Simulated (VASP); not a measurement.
# Ir (P6/mmm) in VASP: single point with PBE

Aim: the single point of Ir with PBE.

All numbers are computed with VASP 6.6.1; they aren't measurements. Logs are shortened: lines on timing, memory, paths and dates and some standing lists are left out, and cuts for length are marked.

## (1) The cell of the first run

Symmetry: P6/mmm, No. 191, hexagonal system. The conventional cell has a = 4.547 Å, b = 4.547 Å, c = 2.806 Å, α = 90.00°, β = 90.00°, γ = 120.00°. Within 3.7 Å of Ir (site symmetry 6/mmm) lie 14 Ir at 2.81 to 2.98 Å. Within 3.5 Å of Ir (site symmetry -6m2) lie 11 Ir at 2.63 to 2.98 Å.

## (2) Single point, PBE, collinear spin, ferromagnetic start (volume scaled by 1.12)

INCAR reads:

```
PREC     = Accurate       # precision mode
ENCUT    = 520            # plane-wave cutoff, eV
EDIFF    = 1E-6           # SCF threshold, eV
ISMEAR   = -1             # smearing method
SIGMA    = 0.05           # smearing width, eV
LREAL    = F              # projectors in reciprocal space
LASPH    = T              # aspherical terms in the spheres
NELM     = 150            # most SCF steps
ALGO     = Normal         # electronic algorithm
ISIF     = 2              # what is computed and relaxed
LWAVE    = F              # write WAVECAR
LCHARG   = F              # write CHGCAR
ISPIN    = 2              # spin polarisation
MAGMOM   = 1 1 1          # initial moments
LORBIT   = 11             # projections on sites
LMAXMIX  = 4              # l up to which the mixer works
GGA      = PE             # functional
NBANDS   = 24             # bands
```

KPOINTS reads:

```
Automatic mesh
0
Gamma
  11 11 15
```

POSCAR reads:

```
Ir
1.0
    4.5473748329      0.0000000000      0.0000000000
   -2.2736874164      3.9381421258      0.0000000000
    0.0000000000      0.0000000000      2.8062819804
Ir
3
Direct
    1.0000000000      0.0000000000      0.0000000000
    0.3333333333      0.6666666667      0.5000000000
    0.6666666667      0.3333333333      0.5000000000
```

Potentials or basis: VASP PAW PBE potentials, release 64 (Ir).

Started as:

```
> cat potpaw_PBE.64/Ir/POTCAR > POTCAR
> mpirun -np 1 vasp_std > vasp.out
```

OUTCAR:

```text
PREC = Accurate
   ENCUT = 520
   EDIFF = 1E-6
   ISMEAR = -1
   LREAL = F
   LASPH = T
   NELM = 150
   ISIF = 2
   ISPIN = 2
   LORBIT = 11
   GGA = PE

 ion  position               nearest neighbor table
   1  0.000  0.000  0.000-   2 2.98   3 2.98   2 2.98   3 2.98   2 2.98   2 2.98   3 2.98   3 2.98
                             3 2.98   3 2.98   2 2.98   2 2.98
   2  0.333  0.667  0.500-   3 2.63   3 2.63   3 2.63   1 2.98   1 2.98   1 2.98   1 2.98   1 2.98
                             1 2.98
   3  0.667  0.333  0.500-   2 2.63   2 2.63   2 2.63   1 2.98   1 2.98   1 2.98   1 2.98   1 2.98
                             1 2.98

  LATTYP: Found a hexagonal cell.
 ALAT       =     4.5473748329
 C/A-ratio  =     0.6171213246

  Lattice vectors:

 A1 = (   4.5473748329,   0.0000000000,   0.0000000000)
 A2 = (  -2.2736874164,   3.9381421258,   0.0000000000)
 A3 = (   0.0000000000,   0.0000000000,   2.8062819804)

Analysis of symmetry for initial positions (statically):
=====================================================================
 Subroutine PRICEL returns:
 Original cell was already a primitive cell.

 Routine SETGRP: Setting up the symmetry group for a
 hexagonal supercell.

 Subroutine GETGRP returns: Found 24 space group operations
 (whereof 24 operations were pure point group operations)
 out of a pool of 24 trial point group operations.

The static configuration has the point symmetry D_6h.

Analysis of symmetry for dynamics (positions and initial velocities):
=====================================================================
 Subroutine PRICEL returns:
 Original cell was already a primitive cell.

 Routine SETGRP: Setting up the symmetry group for a
 hexagonal supercell.

 Subroutine GETGRP returns: Found 24 space group operations
 (whereof 24 operations were pure point group operations)
 out of a pool of 24 trial point group operations.

The dynamic configuration has the point symmetry D_6h.

Analysis of structural, dynamic, and magnetic symmetry:
=====================================================================
 Subroutine PRICEL returns:
 Original cell was already a primitive cell.

 Routine SETGRP: Setting up the symmetry group for a
 hexagonal supercell.

 Subroutine GETGRP returns: Found 24 space group operations
 (whereof 24 operations were pure point group operations)
 out of a pool of 24 trial point group operations.

The overall configuration has the point symmetry D_6h.

 Subroutine INISYM returns: Found 24 space group operations
 (whereof 24 operations are pure point group operations),
[... 122 lines left out ...]
   LORBIT       =     11    0 simple, 1 ext, 2 COOP (PROOUT), +10 PAW based schemes
   GGA     = PE    functional components
   LHFCALC =     F    Hartree Fock is set to
   AEXX    =    0.0000 exact exchange contribution
   IVDW    =     0    specifies the selected vdW correction
   LEPSILON=     F    determine dielectric tensor
   LRPA    =     F    only Hartree local field effects (RPA)
 spin polarized calculation
  energy-cutoff  :      520.00
  volume of cell :       50.26
 maximum number of plane-waves:      1384
 NGX is ok and might be reduce to    36
   NGX = 17   NGY = 17   NGZ = 11

 number of electron      27.0000001 magnetization       0.0025055

 Free energy of the ion-electron system (eV)
  ---------------------------------------------------
  ext. energy  EPLUGINS =         0.00000000
  ---------------------------------------------------
  free energy    TOTEN  =       -25.07060814 eV

  energy without entropy =      -25.02036261  energy(sigma->0) =      -25.04548537

 E-fermi :   7.6959     XC(G=0): -12.9808

 val. band max:        7.6905942450   @ k =   0.3636  -0.0000   0.2667
 cond. band min:       7.7021295787   @ k =   0.1818  -0.0000   0.4667
 fundamental gap:      0.0115353337
 Fermi energy:         7.6958936763

 spin component 1

 k-point     1 :       0.0000    0.0000    0.0000
  band No.  band energies     occupation
      1      -1.6863      1.00000
      2       1.9365      1.00000
      3       3.7621      1.00000
      4       3.9927      1.00000
      5       3.9927      1.00000
      6       4.0269      1.00000
[... 637 lines left out ...]
     23      20.5501      0.00000
     24      23.5153      0.00000

 [... further k-points ...]

 spin component 2

 k-point     1 :       0.0000    0.0000    0.0000
  band No.  band energies     occupation
      1      -1.6861      1.00000
      2       1.9368      1.00000
      3       3.7624      1.00000
      4       3.9930      1.00000
      5       3.9930      1.00000
      6       4.0272      1.00000
[... 637 lines left out ...]
     23      20.5504      0.00000
     24      23.5154      0.00000

 [... further k-points ...]

------------------------ aborting loop because EDIFF is reached ----------------------------------------

  FORCE on cell =-STRESS in cart. coord.  units (eV):
  Direction    XX          YY          ZZ          XY          YZ          ZX
  --------------------------------------------------------------------------------------
  -------------------------------------------------------------------------------------
  Total       -8.7525255     -8.7525255     -8.0362378     -0.0000000      0.0000000      0.0000000
  in kB     -279.0361825   -279.0361825   -256.2004651     -0.0000000      0.0000000      0.0000000
  external PRESSURE =    -271.4242767 kB  Pullay stress =       0.0000000 kB

 VOLUME and BASIS-vectors are now :
 -----------------------------------------------------------------------------
  energy-cutoff  :      520.00
  volume of cell :       50.26
      direct lattice vectors                 reciprocal lattice vectors
     4.547374833  0.000000000  0.000000000     0.219907097  0.126963422  0.000000000
    -2.273687416  3.938142126  0.000000000     0.000000000  0.253926844  0.000000000
     0.000000000  0.000000000  2.806281980     0.000000000  0.000000000  0.356343378

 POSITION                                       TOTAL-FORCE (eV/Angst)
 -----------------------------------------------------------------------------------
      0.00000      0.00000      0.00000        -0.000000      0.000000      0.000000
     -0.00000      2.62543      1.40314         0.000000     -0.000000     -0.000000
      2.27369      1.31271      1.40314        -0.000000      0.000000      0.000000
 -----------------------------------------------------------------------------------
    total drift:                                0.000000      0.000000     -0.000000

  FREE ENERGIE OF THE ION-ELECTRON SYSTEM (eV)
  ---------------------------------------------------
  free  energy   TOTEN  =       -25.0706081379 eV

  energy  without entropy=      -25.0203626092  energy(sigma->0) =      -25.04548537

 total charge

# of ion       s       p       d       tot
------------------------------------------
    1        0.555   0.493   6.801   7.850
    2        0.625   0.559   6.835   8.020
    3        0.625   0.559   6.835   8.020
--------------------------------------------------
tot          1.806   1.612  20.471  23.889

 magnetization (x)

# of ion       s       p       d       tot
------------------------------------------
    1        0.000   0.000   0.001   0.001
    2        0.000   0.000   0.001   0.001
    3        0.000   0.000   0.001   0.001
--------------------------------------------------
tot          0.000   0.000   0.002   0.002
```

stdout:

```text
POSCAR found type information on POSCAR Ir
 POSCAR found :  1 types and       3 ions
 scaLAPACK will be used
 LDA part: xc-table for (Slater+PW92), standard interpolation
 POSCAR, INCAR and KPOINTS ok, starting setup
 FFT: planning ... GRIDC
 FFT: planning ... GRID_SOFT
 FFT: planning ... GRID
 WAVECAR not read
 entering main loop
```

Wall time 3.7 min (1 thread of Intel Xeon 6975P-C, shared host); peak memory 0.35 GiB.

Results:

```yaml
Free_energy: -25.0706 eV
Pressure: -27.1 GPa
Net_moment: 0.00 μB per cell
Valence_electrons_inside_the_program's_atomic_spheres: Ir 7.85, 8.02
```

Stress tensor (GPa, compression positive):
```
-27.90   0.00   0.00
  0.00 -27.90   0.00
  0.00   0.00 -25.62
```

Caveat: spin-orbit coupling is left out, which moves the levels of the heavy elements.
